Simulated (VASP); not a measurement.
# Zr3TiN4 (P4/mmm) in VASP: further runs

The runs below take Zr3TiN4 through relaxation of cell and atoms, with PBE.

Program: VASP 6.6.1. These are calculated values, not measurements. Logs are shortened: lines on timing, memory, paths and dates and some standing lists are left out, and cuts for length are marked.

### Step 1. The cell of the first run

Symmetry: P4/mmm, No. 123, tetragonal system. Conventional cell: a = 3.203 Å, b = 3.203 Å, c = 9.046 Å, α = 90.00°, β = 90.00°, γ = 90.00°. Zr (site symmetry 4mm) has 6 N at 2.18 to 2.34 Å within 2.9 Å. Within 3.0 Å of Zr (site symmetry 4/mmm) lie 6 N at 2.27 to 2.32 Å. Within 2.9 Å of Ti (site symmetry 4/mmm) lie 6 N at 2.20 to 2.27 Å. Within 2.9 Å of N (site symmetry 4mm) lie 1 Ti at 2.20 Å and 5 Zr at 2.27 to 2.32 Å. Within 2.9 Å of N (site symmetry 4/mmm) lie 2 Zr at 2.18 Å and 4 Ti at 2.27 Å. N (site symmetry 4/mmm) has 6 Zr at 2.27 to 2.34 Å within 3.0 Å.

### Step 2. Relaxation of cell and atoms, PBE

INCAR reads:

```
SYSTEM = Zr3TiN4
PREC = Accurate ; ENCUT = 600
EDIFF = 1E-6 ; ISMEAR = 0
SIGMA = 0.1 ; LREAL = .False.
LASPH = .True. ; NELM = 60
ALGO = Normal ; ISIF = 3
LWAVE = .False. ; LCHARG = .False.
GGA = PE ; IBRION = 2
NSW = 100 ; EDIFFG = -0.01
LUSENCCL = .False.
```

KPOINTS reads:

```
regular mesh
0
Gamma
  12 12 4
  0 0 0
```

POSCAR reads:

```
Zr3TiN4
1.0
    3.2033532131      0.0000000000      0.0000000000
    0.0000000000      3.2033532131      0.0000000000
    0.0000000000      0.0000000000      9.0456650994
Zr Ti N
3 1 4
Direct
    0.5000000000      0.5000000000      0.2413189065
    0.0000000000      0.0000000000      0.5000000000
    0.5000000000      0.5000000000      0.7586810935
    0.0000000000      0.0000000000      0.0000000000
    0.0000000000      0.0000000000      0.7569805639
    0.5000000000      0.5000000000      0.0000000000
    0.0000000000      0.0000000000      0.2430194361
    0.5000000000      0.5000000000      0.5000000000
```

Potentials or basis: VASP PAW PBE potentials, release 64 (Zr_sv, Ti_sv, N).

The run is started by

```sh
$ cat potpaw_PBE.64/Zr_sv/POTCAR potpaw_PBE.64/Ti_sv/POTCAR potpaw_PBE.64/N/POTCAR > POTCAR
$ mpirun -np 1 vasp_std > vasp.out
```

OUTCAR:

```text
SYSTEM = Zr3TiN4
   PREC = Accurate
   ENCUT = 600
   EDIFF = 1E-6
   ISMEAR = 0
   LREAL = .False.
   LASPH = .True.
   NELM = 60
   ISIF = 3
   GGA = PE
   IBRION = 2
   NSW = 100
   EDIFFG = -0.01

 ion  position               nearest neighbor table
   1  0.500  0.500  0.241-   6 2.18   7 2.27   7 2.27   7 2.27   7 2.27   8 2.34   4 3.15   4 3.15
                             4 3.15   4 3.15   2 3.26   2 3.26   2 3.26   2 3.26
   2  0.000  0.000  0.500-   8 2.27   8 2.27   8 2.27   8 2.27   5 2.32   7 2.32   3 3.26   3 3.26
                             1 3.26   3 3.26   1 3.26   1 3.26   3 3.26   1 3.26
   3  0.500  0.500  0.759-   6 2.18   5 2.27   5 2.27   5 2.27   5 2.27   8 2.34   4 3.15   4 3.15
                             4 3.15   4 3.15   2 3.26   2 3.26   2 3.26   2 3.26
   4  0.000  0.000  0.000-   5 2.20   7 2.20   6 2.27   6 2.27   6 2.27   6 2.27   3 3.15   3 3.15
                             1 3.15   3 3.15   1 3.15   1 3.15   3 3.15   1 3.15
   5  0.000  0.000  0.757-   4 2.20   3 2.27   3 2.27   3 2.27   3 2.27   2 2.32
   6  0.500  0.500  0.000-   1 2.18   3 2.18   4 2.27   4 2.27   4 2.27   4 2.27
   7  0.000  0.000  0.243-   4 2.20   1 2.27   1 2.27   1 2.27   1 2.27   2 2.32
   8  0.500  0.500  0.500-   2 2.27   2 2.27   2 2.27   2 2.27   3 2.34   1 2.34

  LATTYP: Found a simple tetragonal cell.
 ALAT       =     3.2033532131
 C/A-ratio  =     2.8238113307

  Lattice vectors:

 A1 = (   3.2033532131,   0.0000000000,   0.0000000000)
 A2 = (   0.0000000000,   3.2033532131,   0.0000000000)
 A3 = (   0.0000000000,   0.0000000000,   9.0456650994)

Analysis of symmetry for initial positions (statically):
=====================================================================
 Subroutine PRICEL returns:
 Original cell was already a primitive cell.

 Routine SETGRP: Setting up the symmetry group for a
 simple tetragonal supercell.

 Subroutine GETGRP returns: Found 16 space group operations
 (whereof 16 operations were pure point group operations)
 out of a pool of 16 trial point group operations.

The static configuration has the point symmetry D_4h.

Analysis of symmetry for dynamics (positions and initial velocities):
=====================================================================
 Subroutine PRICEL returns:
 Original cell was already a primitive cell.

 Routine SETGRP: Setting up the symmetry group for a
 simple tetragonal supercell.

 Subroutine GETGRP returns: Found 16 space group operations
 (whereof 16 operations were pure point group operations)
 out of a pool of 16 trial point group operations.

The dynamic configuration has the point symmetry D_4h.

 Subroutine INISYM returns: Found 16 space group operations
 (whereof 16 operations are pure point group operations),
 and found     1 'primitive' translations

----------------------------------------------------------------------------------------

                                     Primitive cell

  volume of cell :      92.8218

  direct lattice vectors                    reciprocal lattice vectors
     3.203353213  0.000000000  0.000000000     0.312172881  0.000000000  0.000000000
     0.000000000  3.203353213  0.000000000     0.000000000  0.312172881  0.000000000
     0.000000000  0.000000000  9.045665099     0.000000000  0.000000000  0.110550191

  length of vectors
     3.203353213  3.203353213  9.045665099     0.312172881  0.312172881  0.110550191

  position of ions in fractional coordinates (direct lattice)
     0.500000000  0.500000000  0.241318906
     0.000000000  0.000000000  0.500000000
     0.500000000  0.500000000  0.758681094
     0.000000000  0.000000000  0.000000000
     0.000000000  0.000000000  0.756980564
     0.500000000  0.500000000  0.000000000
     0.000000000  0.000000000  0.243019436
     0.500000000  0.500000000  0.500000000

  ion indices of the primitive-cell ions
   primitive index   ion index
                 1           1
                 2           2
                 3           3
                 4           4
                 5           5
                 6           6
                 7           7
                 8           8

----------------------------------------------------------------------------------------

 KPOINTS: regular mesh

Automatic generation of k-mesh.
 Grid dimensions read from file:
 generate k-points for:   12   12    4

 Generating k-lattice:

  Cartesian coordinates                     Fractional coordinates (reciprocal lattice)
     0.026014407  0.000000000  0.000000000     0.083333333  0.000000000  0.000000000
     0.000000000  0.026014407  0.000000000     0.000000000  0.083333333  0.000000000
     0.000000000  0.000000000  0.027637548     0.000000000  0.000000000  0.250000000

  Length of vectors
     0.026014407  0.026014407  0.027637548

  Shift w.r.t. Gamma in fractional coordinates (k-lattice)
     0.000000000  0.000000000  0.000000000

 Subroutine IBZKPT returns following result:
 ===========================================

 Found     84 irreducible k-points:

 Following reciprocal coordinates:
            Coordinates               Weight
  0.000000  0.000000  0.000000      1.000000
  0.083333  0.000000  0.000000      4.000000
  0.166667  0.000000  0.000000      4.000000
  0.250000  0.000000  0.000000      4.000000
  0.333333  0.000000  0.000000      4.000000
  0.416667  0.000000  0.000000      4.000000
[... 16 lines left out ...]
  0.333333  0.333333  0.000000      4.000000
  0.416667  0.333333  0.000000      8.000000
 [... further k-points ...]
   k-points           NKPTS =     84   k-points in BZ     NKDIM =     84   number of bands    NBANDS=     40
   number of dos      NEDOS =    301   number of ions     NIONS =      8
   total plane-waves  NPLWV =  56448
   dimension x,y,z NGX =    28 NGY =   28 NGZ =   72
   dimension x,y,z NGXF=    56 NGYF=   56 NGZF=  144
   ions per type =               3   1   4
   NGX,Y,Z   is equivalent  to a cutoff of  14.53, 14.53, 13.23 a.u.
   NGXF,Y,Z  is equivalent  to a cutoff of  29.06, 29.06, 26.47 a.u.
 SYSTEM =  Zr3TiN4
   PREC   = accura    normal or accurate (medium, high low for compatibility)
   ISTART =      0    job   : 0-new  1-cont  2-samecut
   ICHARG =      2    charge: 1-file 2-atom 10-const
   ISPIN  =      1    spin polarized calculation?
   LNONCOLLINEAR =      F non collinear calculations
   LSORBIT =      F    spin-orbit coupling
   LASPH  =      T    aspherical Exc in radial PAW
   ENCUT  =  600.0 eV  44.10 Ry    6.64 a.u.   6.40  6.40 18.07*2*pi/ulx,y,z
   NELM   =     60;   NELMIN=  2; NELMDL= -5     # of ELM steps
   EDIFF  = 0.1E-05   stopping-criterion for ELM
   LREAL  =      F    real-space projection
   EDIFFG = -.1E-01   stopping-criterion for IOM
   NSW    =    100    number of steps for IOM
   IBRION =      2    ionic relax: 0-MD 1-quasi-New 2-CG
   NFREE  =      1    steps in history (QN), initial steepest desc. (CG)
   ISIF   =      3    stress and relaxation
   ISYM   =      2    0-nonsym 1-usesym 2-fastsym
   POTIM  = 0.5000    time-step for ionic-motion
   TEBEG  =    0.0;   TEEND  =   0.0 temperature during run
   PSTRESS=    0.0 pullay stress
   NELECT =      68.0000    total number of electrons
   NUPDOWN=      -1.0000    fix difference up-down
   EMIN   =  10.00;   EMAX   =-10.00  energy-range for DOS
   EFERMI =   0.00;   METHOD = LEGACY
   ISMEAR =     0;   SIGMA  =   0.10  broadening in eV -4-tet -1-fermi 0-gaus
   EFERMI_NEDOS =   21; number of points for ismear=-14 and -15
   IALGO  =     38    algorithm
   IMIX   =      4    mixing-type and parameters
     AMIX     =   0.40;   BMIX     =  1.00
     AMIX_MAG =   1.60;   BMIX_MAG =  1.00
  volume/ion in A,a.u.               =      11.60        78.30
  Fermi-wavevector in a.u.,A,eV,Ry     =   1.475801  2.788859 29.633327  2.177988
  Thomas-Fermi vector in A             =   2.590406
   LORBIT       =      0    0 simple, 1 ext, 2 COOP (PROOUT), +10 PAW based schemes
   GGA     = PE    functional components
   LHFCALC =     F    Hartree Fock is set to
   AEXX    =    0.0000 exact exchange contribution
   IVDW    =     0    specifies the selected vdW correction
   LEPSILON=     F    determine dielectric tensor
   LRPA    =     F    only Hartree local field effects (RPA)
 conjugate gradient relaxation of ions
 non-spin polarized calculation
 Gauss-broadening in eV      SIGMA  =   0.10
  energy-cutoff  :      600.00
  volume of cell :       92.82
 maximum number of plane-waves:      3124
 NGX is ok and might be reduce to    28
   NGX = 13   NGY = 13   NGZ = 37

--------------------------------------- Ionic step        1  -------------------------------------------

 number of electron      68.0000003 magnetization

 Free energy of the ion-electron system (eV)
  ---------------------------------------------------
  ext. energy  EPLUGINS =         0.00000000
  ---------------------------------------------------
  free energy    TOTEN  =       -80.42186447 eV

  energy without entropy =      -80.40505291  energy(sigma->0) =      -80.41345869

------------------------ aborting loop because EDIFF is reached ----------------------------------------

  FORCE on cell =-STRESS in cart. coord.  units (eV):
  Direction    XX          YY          ZZ          XY          YZ          ZX
  --------------------------------------------------------------------------------------
  -------------------------------------------------------------------------------------
  Total        0.0555334      0.0555334     -0.2245700      0.0000000     -0.0000000      0.0000000
  in kB        0.9585495      0.9585495     -3.8762539      0.0000000     -0.0000000      0.0000000
  external PRESSURE =      -0.6530516 kB  Pullay stress =       0.0000000 kB
[... 111 lines left out ...]
  energy  without entropy=      -80.4051692857  energy(sigma->0) =      -80.41361516

--------------------------------------- Ionic step        4  -------------------------------------------

 number of electron      68.0000003 magnetization

 Free energy of the ion-electron system (eV)
  ---------------------------------------------------
  ext. energy  EPLUGINS =         0.00000000
  ---------------------------------------------------
  free energy    TOTEN  =       -80.42209790 eV

  energy without entropy =      -80.40520509  energy(sigma->0) =      -80.41365150

 E-fermi :  11.6303     XC(G=0): -12.5205

 val. band max:       11.6218450925   @ k =   0.2500   0.0833   0.5000
 cond. band min:      11.6410697521   @ k =   0.4167   0.3333   0.2500
 fundamental gap:      0.0192246597
 Fermi energy:        11.6303420382

 k-point     1 :       0.0000    0.0000    0.0000
  band No.  band energies     occupation
      1     -46.3248      2.00000
      2     -37.8925      2.00000
      3     -37.7713      2.00000
      4     -37.7379      2.00000
      5     -22.5667      2.00000
      6     -22.5406      2.00000
[... 1021 lines left out ...]
     39      13.4421      0.00000
     40      13.7576      0.00000

 [... further k-points ...]
[... 5 lines left out ...]
  --------------------------------------------------------------------------------------
  -------------------------------------------------------------------------------------
  Total       -0.0483650     -0.0483650     -0.0080168      0.0000000      0.0000000      0.0000000
  in kB       -0.8348130     -0.8348130     -0.1383759      0.0000000      0.0000000      0.0000000
  external PRESSURE =      -0.6026673 kB  Pullay stress =       0.0000000 kB
[... 23 lines left out ...]
  FREE ENERGIE OF THE ION-ELECTRON SYSTEM (eV)
  ---------------------------------------------------
  free  energy   TOTEN  =       -80.4220978960 eV

  energy  without entropy=      -80.4052050944  energy(sigma->0) =      -80.41365150

 reached required accuracy - stopping structural energy minimisation
```

It took 5.6 min on 1 × NVIDIA H100 80GB with 1 thread of AMD EPYC 7R13 (Zen 3), shared host; peak memory 1.5 GiB.

Results:

* Free energy: -80.4221 eV
* Energy gained by relaxing: 0.0 meV/atom
* Ionic steps: 4
* Pressure after relaxing: -0.1 GPa
* Band gap on the k mesh: zero (band 34 reaches 12.70 eV, above the bottom of band 35 at 9.62 eV)

Forces on the atoms (eV/Å):
```
Zr   0.000  0.000  0.002
Zr   0.000  0.000  0.000
Zr   0.000  0.000 -0.002
Ti   0.000  0.000  0.000
N    0.000  0.000  0.003
N    0.000  0.000  0.000
N    0.000  0.000 -0.003
N    0.000  0.000  0.000
```

The path:
```
step  energy change (eV)  largest force (eV/Å)  pressure (GPa)  volume (Å³)
   1              0.0000                0.0269           -0.07        92.82
   2             -0.0002                0.0211            0.09        92.76
   3             -0.0002                0.0215            0.08        92.76
   4             -0.0002                0.0025           -0.06        92.82
```

Final structure:
```
Zr Ti N
1.0
     3.20512    0.00000    0.00000
     0.00000    3.20512    0.00000
     0.00000    0.00000    9.03574
Zr Ti N
3 1 4
Direct
  0.50000 0.50000 0.24160
  0.00000 0.00000 0.50000
  0.50000 0.50000 0.75840
  0.00000 0.00000 0.00000
  0.00000 0.00000 0.75716
  0.50000 0.50000 0.00000
  0.00000 0.00000 0.24284
  0.50000 0.50000 0.50000
```

Levels at points of the mesh, in eV from the Fermi level:
```
           k point  band 30  band 31  band 32  band 33  band 34  band 35  band 36  band 37  band 38  band 39
(0.00, 0.00, 0.00)    -3.11    -2.51    -2.51    -2.50    -2.21    -2.01    -0.45    -0.45    -0.41     0.61
(0.50, 0.00, 0.00)    -5.00    -4.85    -4.33     0.81     1.07     1.26     1.97     2.05     2.51     2.59
(0.50, 0.50, 0.00)    -3.25    -3.25    -3.08    -3.08    -2.91     0.73     0.73     1.37     1.37     1.72
(0.00, 0.00, 0.50)    -2.98    -2.98    -2.97    -2.97    -2.87    -1.13    -0.87     0.30     0.30     0.62
(0.50, 0.00, 0.50)    -4.91    -4.90    -4.83     0.93     0.93     1.22     2.05     2.12     2.24     2.44
(0.50, 0.50, 0.50)    -4.19    -4.09    -4.09    -1.37    -1.37    -1.21    -1.21     1.72     1.92     2.40
```

(Continued in part 2 of 2.)
